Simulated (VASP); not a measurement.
# Te2Mo in VASP: single point with LDA

Aim: the single point of Te2Mo with LDA.

Everything below comes from runs of VASP 6.6.1. Logs are shortened: lines on timing, memory, paths and dates and some standing lists are left out, and cuts for length are marked.

### 1 The cell of the first run

The cell holds a slab with vacuum, 9 atoms: a = 3.471 Å, b = 3.471 Å, c = 30.207 Å, α = 90.00°, β = 90.00°, γ = 120.00°.

### 2 Single point, LDA (atoms displaced along a vibrational mode)

Contents of INCAR:

```
SYSTEM = Te2Mo
PREC = Accurate ; ENCUT = 520
EDIFF = 1E-6 ; ISMEAR = 0
SIGMA = 0.05 ; LREAL = .False.
LASPH = .True. ; NELM = 80
ALGO = Normal ; ISIF = 2
LWAVE = .False. ; LCHARG = .False.
NBANDS = 49 ; KPAR = 4
```

Contents of KPOINTS:

```
regular mesh
0
Gamma
  12 12 1
  0 0 0
```

Contents of POSCAR:

```
Te2Mo
1.0
    3.4709964735      0.0000000000      0.0000000000
   -1.7354982368      3.0059711225      0.0000000000
    0.0000000000      0.0000000000     30.2065362563
Te Mo
6 3
Direct
    0.0013179351      0.0009647955      0.9405159683
    0.3815336879      0.7019517752      0.7128929968
    0.2864471398      0.6323435908      0.1682534351
    0.3802195269      0.7009897425      0.8317465649
    0.2851329788      0.6313815582      0.2871070032
   -0.0013179351     -0.0009647955      0.0594840317
    0.0474271635      0.0347190933      0.7722229666
   -0.0474271635     -0.0347190933      0.2277770334
    0.3333333333      0.6666666667      0.0000000000
```

Potentials or basis: VASP PAW LDA potentials, release 64 (Te, Mo_sv).

Started as:

```sh
$ cat potpaw_LDA.64/Te/POTCAR potpaw_LDA.64/Mo_sv/POTCAR > POTCAR
$ mpirun -np 4 vasp_std > vasp.out
```

OUTCAR:

```text
SYSTEM = Te2Mo
   PREC = Accurate
   ENCUT = 520
   EDIFF = 1E-6
   ISMEAR = 0
   LREAL = .False.
   LASPH = .True.
   NELM = 80
   ISIF = 2

 ion  position               nearest neighbor table
   1  0.001  0.001  0.941-   9 2.69   9 2.69   9 2.69   6 3.59
   2  0.382  0.702  0.713-   7 2.69   7 2.69   7 2.69   4 3.59
   3  0.286  0.632  0.168-   8 2.69   8 2.69   8 2.69   5 3.59
   4  0.380  0.701  0.832-   7 2.69   7 2.69   7 2.69   2 3.59
   5  0.285  0.631  0.287-   8 2.69   8 2.69   8 2.69   3 3.59
   6  0.999  0.999  0.059-   9 2.69   9 2.69   9 2.69   1 3.59
   7  0.047  0.035  0.772-   2 2.69   2 2.69   2 2.69   4 2.69   4 2.69   4 2.69
   8  0.953  0.965  0.228-   5 2.69   5 2.69   5 2.69   3 2.69   3 2.69   3 2.69
   9  0.333  0.667  0.000-   6 2.69   1 2.69   1 2.69   6 2.69   6 2.69   1 2.69

  LATTYP: Found a hexagonal cell.
 ALAT       =     3.4709964735
 C/A-ratio  =     8.7025545796

  Lattice vectors:

 A1 = (   3.4709964735,   0.0000000000,   0.0000000000)
 A2 = (  -1.7354982368,   3.0059711225,   0.0000000000)
 A3 = (   0.0000000000,   0.0000000000,  30.2065362563)

Analysis of symmetry for initial positions (statically):
=====================================================================
 Subroutine PRICEL returns:
 Original cell was already a primitive cell.

 Routine SETGRP: Setting up the symmetry group for a
 hexagonal supercell.

 Subroutine GETGRP returns: Found  1 space group operations
 (whereof  1 operations were pure point group operations)
 out of a pool of 24 trial point group operations.

The static configuration has the point symmetry C_1 .

Analysis of symmetry for dynamics (positions and initial velocities):
=====================================================================
 Subroutine PRICEL returns:
 Original cell was already a primitive cell.

 Routine SETGRP: Setting up the symmetry group for a
 hexagonal supercell.

 Subroutine GETGRP returns: Found  1 space group operations
 (whereof  1 operations were pure point group operations)
 out of a pool of 24 trial point group operations.

The dynamic configuration has the point symmetry C_1 .

 Subroutine INISYM returns: Found  1 space group operations
 (whereof  1 operations are pure point group operations),
 and found     1 'primitive' translations

[... 108 lines left out ...]
   EDIFF  = 0.1E-05   stopping-criterion for ELM
   LREAL  =      F    real-space projection
   EDIFFG = 0.1E-04   stopping-criterion for IOM
   NSW    =      0    number of steps for IOM
   IBRION =     -1    ionic relax: 0-MD 1-quasi-New 2-CG
   NFREE  =      0    steps in history (QN), initial steepest desc. (CG)
   ISIF   =      2    stress and relaxation
   ISYM   =      2    0-nonsym 1-usesym 2-fastsym
   POTIM  = 0.5000    time-step for ionic-motion
   TEBEG  =    0.0;   TEEND  =   0.0 temperature during run
   PSTRESS=    0.0 pullay stress
   NELECT =      78.0000    total number of electrons
   NUPDOWN=      -1.0000    fix difference up-down
   EMIN   =  10.00;   EMAX   =-10.00  energy-range for DOS
   EFERMI =   0.00;   METHOD = LEGACY
   ISMEAR =     0;   SIGMA  =   0.05  broadening in eV -4-tet -1-fermi 0-gaus
   EFERMI_NEDOS =   21; number of points for ismear=-14 and -15
   IALGO  =     38    algorithm
   IMIX   =      4    mixing-type and parameters
     AMIX     =   0.40;   BMIX     =  1.00
     AMIX_MAG =   1.60;   BMIX_MAG =  1.00
  volume/ion in A,a.u.               =      35.02       236.32
  Fermi-wavevector in a.u.,A,eV,Ry     =   1.027842  1.942340 14.374002  1.056459
  Thomas-Fermi vector in A             =   2.161808
   LORBIT       =      0    0 simple, 1 ext, 2 COOP (PROOUT), +10 PAW based schemes
   GGA     = CA    functional components
   LHFCALC =     F    Hartree Fock is set to
   AEXX    =    0.0000 exact exchange contribution
   IVDW    =     0    specifies the selected vdW correction
   LEPSILON=     F    determine dielectric tensor
   LRPA    =     F    only Hartree local field effects (RPA)
 non-spin polarized calculation
 Gauss-broadening in eV      SIGMA  =   0.05
  energy-cutoff  :      520.00
  volume of cell :      315.17
 maximum number of plane-waves:      8573
 NGX is ok and might be reduce to    28
   NGX = 13   NGY = 13   NGZ =113

 number of electron      77.9999999 magnetization

 Free energy of the ion-electron system (eV)
  ---------------------------------------------------
  ext. energy  EPLUGINS =         0.00000000
  ---------------------------------------------------
  free energy    TOTEN  =       -61.73243476 eV

  energy without entropy =      -61.73243476  energy(sigma->0) =      -61.73243476

 E-fermi :   4.5678     XC(G=0):  -7.8113

 val. band max:        4.2854152583   @ k =   0.0000   0.0000   0.0000
 cond. band min:       5.1044031666   @ k =   0.4167  -0.1667   0.0000
 fundamental gap:      0.8189879083
 Fermi energy:         4.5678298344

 k-point     1 :       0.0000    0.0000    0.0000
  band No.  band energies     occupation
      1     -56.1391      2.00000
      2     -56.1345      2.00000
      3     -56.1345      2.00000
      4     -30.5294      2.00000
      5     -30.5271      2.00000
      6     -30.5271      2.00000
[... 1237 lines left out ...]
     48       6.6611      0.00000
     49       7.6125      0.00000

 [... further k-points ...]
[... 5 lines left out ...]
  --------------------------------------------------------------------------------------
  -------------------------------------------------------------------------------------
  Total        0.3215677      0.3211172      0.6044941     -0.0057598      0.3720448      0.3719592
  in kB        1.6347190      1.6324289      3.0730014     -0.0292806      1.8913237      1.8908888
  external PRESSURE =       2.1133831 kB  Pullay stress =       0.0000000 kB

 VOLUME and BASIS-vectors are now :
 -----------------------------------------------------------------------------
  energy-cutoff  :      520.00
  volume of cell :      315.17
      direct lattice vectors                 reciprocal lattice vectors
     3.470996474  0.000000000  0.000000000     0.288101704  0.166335597  0.000000000
    -1.735498237  3.005971123  0.000000000     0.000000000  0.332671193  0.000000000
     0.000000000  0.000000000 30.206536256     0.000000000  0.000000000  0.033105418

 POSITION                                       TOTAL-FORCE (eV/Angst)
 -----------------------------------------------------------------------------------
      0.00290      0.00290     28.40973         0.002465     -0.000187     -0.052197
      0.10607      2.11005     21.53403        -0.009716     -0.009690     -0.057579
     -0.10317      1.90081      5.08235         0.007085      0.009675     -0.051276
      0.10317      2.10715     25.12418        -0.012204     -0.009638      0.050802
     -0.10607      1.89791      8.67251         0.009653      0.009717      0.057601
      1.73260      3.00307      1.79681         0.002810      0.000159      0.052656
      0.10436      0.10436     23.32618        -0.007866     -0.007316      0.000484
      1.63113      2.90161      6.88036         0.006530      0.007291     -0.000628
     -0.00000      2.00398      0.00000         0.001242     -0.000010      0.000137
 -----------------------------------------------------------------------------------
    total drift:                               -0.000028      0.000093      0.000011

  FREE ENERGIE OF THE ION-ELECTRON SYSTEM (eV)
  ---------------------------------------------------
  free  energy   TOTEN  =       -61.7324347646 eV

  energy  without entropy=      -61.7324347646  energy(sigma->0) =      -61.73243476
```

Run time: 11 min. Hardware: 4 MPI ranks of Intel Xeon Platinum 8259CL at 2.50GHz (Skylake/Cascade Lake), shared host; peak memory 0.97 GiB.

What came out:

```yaml
Free_energy: -61.7324 eV
Largest_force: 0.059 eV/Å
Band_gap_on_the_k_mesh: 0.82 eV (least direct gap 1.15 eV)
```

Forces in eV/Å, atoms in the order of the input:
```
Te   0.002  0.000 -0.052
Te  -0.010 -0.010 -0.058
Te   0.007  0.010 -0.051
Te  -0.012 -0.010  0.051
Te   0.010  0.010  0.058
Te   0.003  0.000  0.053
Mo  -0.008 -0.007  0.000
Mo   0.007  0.007 -0.001
Mo   0.001  0.000  0.000
```

Levels at points of the mesh, in eV from the valence-band top:
```csv
k point,band 36,band 37,band 38,band 39,band 40,band 41,band 42,band 43
"(0.00, 0.00, 0.00)",-1.01,-0.97,-0.10,0.00,3.04,3.04,3.12,3.12
"(0.50, 0.00, 0.00)",-0.95,-0.50,-0.37,-0.25,1.35,1.37,1.40,1.55
"(0.00, 0.50, 0.00)",-0.96,-0.50,-0.37,-0.26,1.35,1.37,1.40,1.55
"(0.50, 0.50, 0.00)",-0.97,-0.50,-0.37,-0.26,1.35,1.37,1.40,1.55
```

Caveat: the cell differs from its parent crystal (atoms displaced along a vibrational mode); spin-orbit coupling is left out, which moves the levels of the heavy elements.
